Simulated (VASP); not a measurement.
Set up this calculation in VASP 6.6.1, as the native input.

```
Task                   : single point
Functional             : r2SCAN
Potentials or basis    : VASP PAW PBE potentials, release 64 (Ti_sv)
Cutoff                 : 520 eV
k mesh                 : 11 × 11 × 11
Occupations            : fermi-dirac, width 0.05 eV
Spin                   : no spin polarisation
Dipole correction      : no
Further INCAR settings : ALGO = Normal; EDIFF = 1e-07; NBANDS = 12
```

Crystal: Ti.

```xyz
1
Lattice="-1.6519 1.6519 1.6519 1.6519 -1.6519 1.6519 1.6519 1.6519 -1.6519" Properties=species:S:1:pos:R:3 pbc="T T T"
Ti    0.0000    0.0000    0.0000
```

One way to write it, as run:

POSCAR

```
Ti
1.0
   -1.6518678664      1.6518678664      1.6518678664
    1.6518678664     -1.6518678664      1.6518678664
    1.6518678664      1.6518678664     -1.6518678664
Ti
1
Direct
    0.0000000000      0.0000000000      0.0000000000
```

INCAR.step1

```
  PREC = Accurate
  ENCUT = 520
  ISMEAR = -1
  SIGMA = 0.05
  LREAL = False
  LASPH = True
  NELM = 60
  NBANDS = 12
  GGA = PE
  ALGO = Normal
  EDIFF = 1E-4
  LWAVE = True
  LCHARG = False
```

INCAR.step2

```
  PREC = Accurate
  ENCUT = 520
  EDIFF = 1E-7
  ISMEAR = -1
  SIGMA = 0.05
  LREAL = False
  LASPH = True
  NELM = 60
  ALGO = Normal
  ISIF = 2
  LWAVE = False
  LCHARG = True
  METAGGA = R2SCAN
  LMIXTAU = True
  LELF = True
  LVHAR = True
  NBANDS = 12
  ISTART = 1
```

KPOINTS

```
regular mesh
0
Gamma
  11 11 11
```

Potentials or basis: VASP PAW PBE potentials, release 64 (Ti_sv).

Command:

```bash
$ cat potpaw_PBE.64/Ti_sv/POTCAR > POTCAR
$ cp INCAR.step1 INCAR
$ mpirun -np 1 vasp_std > vasp.out
$ cp INCAR.step2 INCAR
$ mpirun -np 1 vasp_std > vasp.out
```

Results of the run:

```json
{
  "Pressure": "-4.4 GPa",
  "Band gap on the k mesh": "zero (band 6 reaches 8.84 eV, above the bottom of band 7 at 7.13 eV)"
}
```

Caveat: the PAW data sets were made with another functional, which shifts forces and pressure a little.

Wall time 3.2 min on 1 thread of AMD EPYC 7R13, on a shared host, peak memory 0.12 GiB.
